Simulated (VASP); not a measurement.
Input of a VASP 6.6.1 run:

The input INCAR:

```
ALGO = Normal
EDIFF = 1E-7
EDIFFG = -0.08
ENCUT = 600
GGA = PE
IBRION = 2
ISIF = 3
ISMEAR = 0
LASPH = T
LCHARG = F
LREAL = F
LWAVE = F
NELM = 80
NSW = 36
PREC = Accurate
SIGMA = 0.2
```

The input KPOINTS:

```
k-points
0
Gamma
  5 5 4
```

File POSCAR:

```
Al2O5
1.0
    6.1808368300     -1.5185457700      0.0000000000
    6.1808368300      1.5185457700      0.0000000000
   -0.7039849600      0.0000000000      4.8553001400
Al O
2 5
Direct
    0.1377999900      0.1377999900      0.8967000100
    0.8622000100      0.8622000100      0.1032999900
    0.0000000000      0.0000000000      0.0000000000
    0.6093999700      0.6093999700      0.6330000200
    0.3906000300      0.3906000300      0.3669999800
    0.3025999900      0.3025999900      0.8460000000
    0.6974000100      0.6974000100      0.1540000000
```

Potentials or basis: VASP PAW PBE potentials, release 64 (Al, O).

The run is started by

```sh
$ cat potpaw_PBE.64/Al/POTCAR potpaw_PBE.64/O/POTCAR > POTCAR
$ mpirun -np 1 vasp_std > vasp.out
```

(1) What does it give for the relaxed volume?

(2) What does it give for the band gap on the k mesh?

Answers

(1) 9.61 Å³/atom.

(2) 1.27 eV.

Caveat: the k points lie up to 0.43 Å⁻¹ apart in the final cell; the volume moved by over 15 % at a fixed basis, so the end points are rough.
